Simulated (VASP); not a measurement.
# Os3Au in VASP: notebook

Os3Au is run at these levels: PBE; tasks: single point.

Everything below comes from runs of VASP 6.6.1. Logs are shortened: lines on timing, memory, paths and dates and some standing lists are left out, and cuts for length are marked.

## (1) The cell of the first run

The typed cell holds 4 atoms: a = 2.753 Å, b = 2.753 Å, c = 7.985 Å, α = 90.00°, β = 90.00°, γ = 90.09°.

## (2) Single point, PBE

File INCAR:

```
SYSTEM = Os3Au
PREC = Accurate
ENCUT = 520
EDIFF = 1E-7
ISMEAR = 0
SIGMA = 0.2
LREAL = .False.
LASPH = .True.
NELM = 80
ALGO = Normal
ISIF = 2
LWAVE = .False.
LCHARG = .True.
GGA = PE
LELF = .True.
LVHAR = .True.
NBANDS = 26
```

File KPOINTS:

```
regular mesh
0
Gamma
  7 7 3
  0 0 0
```

File POSCAR:

```
Os3Au
1.0
    1.9455235401     -1.9484269855      0.0000000000
    1.9455235401      1.9484269855      0.0000000000
    0.0000000000      0.0000000000      7.9846860803
Os Au
3 1
Direct
    0.5000000000      0.5000000000      0.2322310450
    0.0000000000      0.0000000000      0.0000000000
    0.5000000000      0.5000000000      0.7677689550
    0.0000000000      0.0000000000      0.5000000000
```

Potentials or basis: VASP PAW PBE potentials, release 64 (Os, Au).

On the command line:

```sh
$ cat potpaw_PBE.64/Os/POTCAR potpaw_PBE.64/Au/POTCAR > POTCAR
$ mpirun -np 1 vasp_std > vasp.out
```

OUTCAR:

```text
SYSTEM = Os3Au
   PREC = Accurate
   ENCUT = 520
   EDIFF = 1E-7
   ISMEAR = 0
   LREAL = .False.
   LASPH = .True.
   NELM = 80
   ISIF = 2
   GGA = PE

 ion  position               nearest neighbor table
   1  0.500  0.500  0.232-   2 2.69   2 2.69   2 2.69   2 2.69   4 2.89   4 2.89   4 2.89   4 2.89

   2  0.000  0.000  0.000-   1 2.69   3 2.69   1 2.69   3 2.69   1 2.69   3 2.69   1 2.69   3 2.69

   3  0.500  0.500  0.768-   2 2.69   2 2.69   2 2.69   2 2.69   4 2.89   4 2.89   4 2.89   4 2.89

   4  0.000  0.000  0.500-   1 2.89   3 2.89   1 2.89   3 2.89   1 2.89   3 2.89   1 2.89   3 2.89

  LATTYP: Found a base centered orthorhombic cell.
 ALAT       =     3.8910470802
 B/A-ratio  =     1.0014923723
 C/A-ratio  =     2.0520661703

  Lattice vectors:

 A1 = (   1.9455235401,  -1.9484269855,   0.0000000000)
 A2 = (   1.9455235401,   1.9484269855,   0.0000000000)
 A3 = (   0.0000000000,   0.0000000000,   7.9846860803)

Analysis of symmetry for initial positions (statically):
=====================================================================
 Subroutine PRICEL returns:
 Original cell was already a primitive cell.

 Routine SETGRP: Setting up the symmetry group for a
 base centered orthorhombic supercell.

 Subroutine GETGRP returns: Found  8 space group operations
 (whereof  8 operations were pure point group operations)
 out of a pool of  8 trial point group operations.

The static configuration has the point symmetry D_2h.

Analysis of symmetry for dynamics (positions and initial velocities):
=====================================================================
 Subroutine PRICEL returns:
 Original cell was already a primitive cell.

 Routine SETGRP: Setting up the symmetry group for a
 base centered orthorhombic supercell.

 Subroutine GETGRP returns: Found  8 space group operations
 (whereof  8 operations were pure point group operations)
 out of a pool of  8 trial point group operations.

The dynamic configuration has the point symmetry D_2h.

 Subroutine INISYM returns: Found  8 space group operations
 (whereof  8 operations are pure point group operations),
 and found     1 'primitive' translations

----------------------------------------------------------------------------------------

                                     Primitive cell

  volume of cell :      60.5353

  direct lattice vectors                    reciprocal lattice vectors
     1.945523540 -1.948426986  0.000000000     0.257000231 -0.256617263  0.000000000
     1.945523540  1.948426986  0.000000000     0.257000231  0.256617263  0.000000000
     0.000000000  0.000000000  7.984686080     0.000000000  0.000000000  0.125239739

  length of vectors
     2.753439588  2.753439588  7.984686080     0.363182514  0.363182514  0.125239739

  position of ions in fractional coordinates (direct lattice)
     0.500000000  0.500000000  0.232231045
     0.000000000  0.000000000  0.000000000
     0.500000000  0.500000000  0.767768955
     0.000000000  0.000000000  0.500000000

  ion indices of the primitive-cell ions
   primitive index   ion index
                 1           1
                 2           2
                 3           3
                 4           4

----------------------------------------------------------------------------------------

 KPOINTS: regular mesh

Automatic generation of k-mesh.
 Grid dimensions read from file:
 generate k-points for:    7    7    3

 Generating k-lattice:

  Cartesian coordinates                     Fractional coordinates (reciprocal lattice)
     0.036714319 -0.036659609  0.000000000     0.142857143  0.000000000  0.000000000
     0.036714319  0.036659609  0.000000000     0.000000000  0.142857143  0.000000000
     0.000000000  0.000000000  0.041746580     0.000000000  0.000000000  0.333333333

  Length of vectors
     0.051883216  0.051883216  0.041746580

  Shift w.r.t. Gamma in fractional coordinates (k-lattice)
     0.000000000  0.000000000  0.000000000

 Subroutine IBZKPT returns following result:
 ===========================================

 Found     32 irreducible k-points:

 Following reciprocal coordinates:
            Coordinates               Weight
  0.000000  0.000000  0.000000      1.000000
  0.142857  0.000000  0.000000      4.000000
  0.285714  0.000000  0.000000      4.000000
  0.428571  0.000000  0.000000      4.000000
  0.142857  0.142857  0.000000      2.000000
  0.285714  0.142857  0.000000      4.000000
[... 16 lines left out ...]
  0.428571  0.142857  0.333333      8.000000
 -0.428571  0.142857  0.333333      8.000000
 [... further k-points ...]
   k-points           NKPTS =     32   k-points in BZ     NKDIM =     32   number of bands    NBANDS=     26
   number of dos      NEDOS =    301   number of ions     NIONS =      4
   total plane-waves  NPLWV =  24000
   dimension x,y,z NGX =    20 NGY =   20 NGZ =   60
   dimension x,y,z NGXF=    40 NGYF=   40 NGZF=  120
   ions per type =               3   1
   NGX,Y,Z   is equivalent  to a cutoff of  12.08, 12.08, 12.49 a.u.
   NGXF,Y,Z  is equivalent  to a cutoff of  24.15, 24.15, 24.98 a.u.
 SYSTEM =  Os3Au
   PREC   = accura    normal or accurate (medium, high low for compatibility)
   ISTART =      0    job   : 0-new  1-cont  2-samecut
   ICHARG =      2    charge: 1-file 2-atom 10-const
   ISPIN  =      1    spin polarized calculation?
   LNONCOLLINEAR =      F non collinear calculations
   LSORBIT =      F    spin-orbit coupling
   LASPH  =      T    aspherical Exc in radial PAW
   ENCUT  =  520.0 eV  38.22 Ry    6.18 a.u.   5.12  5.12 14.85*2*pi/ulx,y,z
   NELM   =     80;   NELMIN=  2; NELMDL= -5     # of ELM steps
   EDIFF  = 0.1E-06   stopping-criterion for ELM
   LREAL  =      F    real-space projection
   EDIFFG = 0.1E-05   stopping-criterion for IOM
   NSW    =      0    number of steps for IOM
   IBRION =     -1    ionic relax: 0-MD 1-quasi-New 2-CG
   NFREE  =      0    steps in history (QN), initial steepest desc. (CG)
   ISIF   =      2    stress and relaxation
   ISYM   =      2    0-nonsym 1-usesym 2-fastsym
   POTIM  = 0.5000    time-step for ionic-motion
   TEBEG  =    0.0;   TEEND  =   0.0 temperature during run
   PSTRESS=    0.0 pullay stress
   NELECT =      35.0000    total number of electrons
   NUPDOWN=      -1.0000    fix difference up-down
   EMIN   =  10.00;   EMAX   =-10.00  energy-range for DOS
   EFERMI =   0.00;   METHOD = LEGACY
   ISMEAR =     0;   SIGMA  =   0.20  broadening in eV -4-tet -1-fermi 0-gaus
   EFERMI_NEDOS =   21; number of points for ismear=-14 and -15
   IALGO  =     38    algorithm
   IMIX   =      4    mixing-type and parameters
     AMIX     =   0.40;   BMIX     =  1.00
     AMIX_MAG =   1.60;   BMIX_MAG =  1.00
  volume/ion in A,a.u.               =      15.13       102.13
  Fermi-wavevector in a.u.,A,eV,Ry     =   1.363834  2.577272 25.307406  1.860042
  Thomas-Fermi vector in A             =   2.490202
   LORBIT       =      0    0 simple, 1 ext, 2 COOP (PROOUT), +10 PAW based schemes
   GGA     = PE    functional components
   LHFCALC =     F    Hartree Fock is set to
   AEXX    =    0.0000 exact exchange contribution
   IVDW    =     0    specifies the selected vdW correction
   LEPSILON=     F    determine dielectric tensor
   LRPA    =     F    only Hartree local field effects (RPA)
 non-spin polarized calculation
 Gauss-broadening in eV      SIGMA  =   0.20
  energy-cutoff  :      520.00
  volume of cell :       60.54
 maximum number of plane-waves:      1645
   NGX = 11   NGY = 11   NGZ = 29

 number of electron      35.0000003 magnetization

 Free energy of the ion-electron system (eV)
  ---------------------------------------------------
  ext. energy  EPLUGINS =         0.00000000
  ---------------------------------------------------
  free energy    TOTEN  =       -35.45010750 eV

  energy without entropy =      -35.37796526  energy(sigma->0) =      -35.41403638

 E-fermi :   9.0999     XC(G=0): -13.5443

 val. band max:        9.0977676804   @ k =   0.4286   0.0000   0.0000
 cond. band min:       9.1003789805   @ k =   0.4286   0.0000   0.0000
 fundamental gap:      0.0026113001
 Fermi energy:         9.0998923707

 k-point     1 :       0.0000    0.0000    0.0000
  band No.  band energies     occupation
      1      -1.3490      2.00000
      2       1.1153      2.00000
      3       1.6796      2.00000
      4       1.7756      2.00000
      5       2.1408      2.00000
      6       2.9945      2.00000
[... 18 lines left out ...]
     25      17.9677      0.00000
     26      20.7728      0.00000

 k-point     2 :       0.1429    0.0000    0.0000
  band No.  band energies     occupation
      1      -0.7783      2.00000
      2       1.4797      2.00000
      3       1.9753      2.00000
      4       2.1292      2.00000
      5       2.5332      2.00000
      6       3.3789      2.00000
[... 18 lines left out ...]
     25      16.9110      0.00000
     26      19.9635      0.00000

 k-point     3 :       0.2857    0.0000    0.0000
  band No.  band energies     occupation
      1       0.7114      2.00000
      2       1.7376      2.00000
      3       1.9637      2.00000
      4       2.7153      2.00000
      5       3.7480      2.00000
      6       4.1190      2.00000
[... 18 lines left out ...]
     25      17.2208      0.00000
     26      18.9522      0.00000

 k-point     4 :       0.4286    0.0000    0.0000
  band No.  band energies     occupation
      1       1.6003      2.00000
      2       1.6373      2.00000
      3       2.4068      2.00000
      4       3.2796      2.00000
      5       3.7598      2.00000
      6       4.1283      2.00000
[... 18 lines left out ...]
     25      15.9556      0.00000
     26      16.5034      0.00000
[... 496 lines left out ...]
      1       1.3409      2.00000
      2       1.8084      2.00000
      3       2.9391      2.00000
      4       3.2430      2.00000
      5       3.7496      2.00000
      6       4.0442      2.00000
[... 18 lines left out ...]
     25      16.2925      0.00000
     26      18.0551      0.00000

 k-point    23 :       0.4286    0.1429    0.3333
  band No.  band energies     occupation
      1       2.0910      2.00000
      2       2.3441      2.00000
      3       2.5306      2.00000
      4       3.0922      2.00000
      5       3.6649      2.00000
      6       4.0884      2.00000
[... 18 lines left out ...]
     25      15.3568      0.00000
     26      16.4464      0.00000

 k-point    24 :      -0.4286    0.1429    0.3333
  band No.  band energies     occupation
      1       2.0903      2.00000
      2       2.3434      2.00000
      3       2.5299      2.00000
      4       3.0917      2.00000
      5       3.6669      2.00000
      6       4.0845      2.00000
[... 18 lines left out ...]
     25      15.3610      0.00000
     26      16.4455      0.00000

 [... further k-points ...]

------------------------ aborting loop because EDIFF is reached ----------------------------------------

  FORCE on cell =-STRESS in cart. coord.  units (eV):
  Direction    XX          YY          ZZ          XY          YZ          ZX
  --------------------------------------------------------------------------------------
  -------------------------------------------------------------------------------------
  Total        0.1712473      0.0266580      0.0150492      0.0000000      0.0000000      0.0000000
  in kB        4.5323743      0.7055536      0.3983050      0.0000000      0.0000000      0.0000000
  external PRESSURE =       1.8787443 kB  Pullay stress =       0.0000000 kB

 VOLUME and BASIS-vectors are now :
 -----------------------------------------------------------------------------
  energy-cutoff  :      520.00
  volume of cell :       60.54
      direct lattice vectors                 reciprocal lattice vectors
     1.945523540 -1.948426986  0.000000000     0.257000231 -0.256617263  0.000000000
     1.945523540  1.948426986  0.000000000     0.257000231  0.256617263  0.000000000
     0.000000000  0.000000000  7.984686080     0.000000000  0.000000000  0.125239739

 POSITION                                       TOTAL-FORCE (eV/Angst)
 -----------------------------------------------------------------------------------
      1.94552      0.00000      1.85429         0.000000      0.000000      0.033181
      0.00000      0.00000      0.00000         0.000000      0.000000      0.000000
      1.94552      0.00000      6.13039        -0.000000      0.000000     -0.033181
      0.00000      0.00000      3.99234         0.000000      0.000000      0.000000
 -----------------------------------------------------------------------------------
    total drift:                                0.000000      0.000000      0.000000

  FREE ENERGIE OF THE ION-ELECTRON SYSTEM (eV)
  ---------------------------------------------------
  free  energy   TOTEN  =       -35.4501075027 eV

  energy  without entropy=      -35.3779652566  energy(sigma->0) =      -35.41403638
```

It took 31 s on 1 thread of Intel Xeon Platinum 8488C (Sapphire Rapids), shared host; peak memory 0.19 GiB.

What came out:

| Property | Result |
| --- | --- |
| Free energy | -35.4501 eV |
| Pressure | 0.2 GPa |
| Largest force | 0.033 eV/Å |

Forces in eV/Å, atoms in the order of the input:
```
Os   0.000  0.000  0.033
Os   0.000  0.000  0.000
Os   0.000  0.000 -0.033
Au   0.000  0.000  0.000
```

Stress tensor (GPa, compression positive):
```
0.45 0.00 0.00
0.00 0.07 0.00
0.00 0.00 0.04
```

Levels at points of the mesh, in eV from the Fermi level:
| k point | band 15 | band 16 | band 17 | band 18 | band 19 | band 20 | band 21 | band 22 |
| --- | --- | --- | --- | --- | --- | --- | --- | --- |
| (0.00, 0.00, 0.00) | -2.24 | -0.61 | -0.61 | -0.24 | -0.03 | 1.14 | 1.73 | 2.01 |

Caveat: spin-orbit coupling is left out, which moves the levels of the heavy elements.

[end of part 1 of 3]
